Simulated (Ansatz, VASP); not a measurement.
Two plane-wave programs on TiH2

```
Ti H
1.0
    -1.58648    1.58648    2.12235
     1.58648   -1.58648    2.12235
     1.58648    1.58648   -2.12235
Ti H
1 2
Direct
  0.00000 0.00000 0.00000
  0.75000 0.25000 0.50000
  0.25000 0.75000 0.50000
```

Alike in both runs: functional r2SCAN; k mesh 13 × 13 × 13; occupations fermi-dirac, width 0.1 eV; no spin polarisation.

Ansatz relaxed the structure, and its values are those at the end. VASP's run is a single point on that final structure, the one shown.

```csv
,VASP,Ansatz
version,VASP 6.6.1,Ansatz 0.2.0
potentials or method,"VASP PAW PBE potentials, release 64 (Ti_sv, H), cutoff 520 eV",PAW plane waves
valence electrons in the cell,14,14
```

|  | VASP | Ansatz | Ansatz less VASP |
| --- | --- | --- | --- |
| pressure (GPa) | 0.4 | 0.0 | -0.41 |

VASP's potentials were made for PBE, not for r2SCAN. The functional is the same, so the differences come from potentials, cutoffs and numerics. Ansatz's warnings: stress scf threshold loose.
